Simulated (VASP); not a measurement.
Input of a VASP 6.6.1 run:

Contents of INCAR:

```
ALGO = Normal
EDIFF = 1E-7
ENCUT = 520
GGA = PE
ISIF = 2
ISMEAR = -1
LASPH = T
LCHARG = F
LREAL = F
LWAVE = F
NBANDS = 17
NELM = 80
PREC = Accurate
SIGMA = 0.05
```

Contents of KPOINTS:

```
k-points
0
Gamma
  15 15 15
```

File POSCAR:

```
SnSe
1.0
    3.1578372549      0.0000000000      0.0000000000
    0.0000000000      3.1578372549      0.0000000000
    0.0000000000      0.0000000000      3.1578372549
Sn Se
1 1
Direct
    0.0000000000      0.0000000000      0.0000000000
    0.5000000000      0.5000000000      0.5000000000
```

Potentials or basis: VASP PAW PBE potentials, release 64 (Sn_d, Se).

Command:

```sh
$ cat potpaw_PBE.64/Sn_d/POTCAR potpaw_PBE.64/Se/POTCAR > POTCAR
$ mpirun -np 1 vasp_std > vasp.out
```

Q: What does it give for the pressure?

A: 64.4 GPa.

Q: Predict the band gap on the k mesh.

A: Zero (bands 10 and 11 overlap by 4.62 eV).

Caveat: the cell stands under pressure; spin-orbit coupling is left out, which moves the levels of the heavy elements.
